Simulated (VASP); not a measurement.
PdI4, 5 atoms in the cell. Symmetry: P-43m, No. 215, cubic system. The conventional cell has a = 5.675 Å, b = 5.675 Å, c = 5.675 Å, α = 90.00°, β = 90.00°, γ = 90.00°. Pd (site symmetry -43m) has 4 I at 2.60 Å within 3.4 Å. Within 3.4 Å of I (site symmetry 3m) lie 1 Pd at 2.60 Å. 

- Program: VASP 6.6.1
- Task: single point
- Functional: PBE
- Potentials or basis: VASP PAW PBE potentials, release 64 (Pd, I)
- Cutoff: 520 eV
- k mesh: 8 × 8 × 8
- Occupations: gaussian, width 0.1 eV
- Spin: no spin polarisation
- Dipole correction: no
- Further INCAR settings: ALGO = Normal; EDIFF = 1e-06; NBANDS = 27

Potentials or basis: VASP PAW PBE potentials, release 64 (Pd, I).

The run is started by

```bash
$ cat potpaw_PBE.64/Pd/POTCAR potpaw_PBE.64/I/POTCAR > POTCAR
$ mpirun -np 1 vasp_std > vasp.out
```

Hardware: 1 thread of Intel(R) Xeon(R) Platinum 8259CL CPU @ 2.50GHz (Skylake/Cascade Lake) (shared host).

**Question.** Estimate the wall time of this run.

**Answer.** It took 4 min on 1 thread of Intel(R) Xeon(R) Platinum 8259CL CPU @ 2.50GHz (Skylake/Cascade Lake), with other jobs on the host, peak memory 0.35 GiB. Counts: scf iterations 15, k points 35.
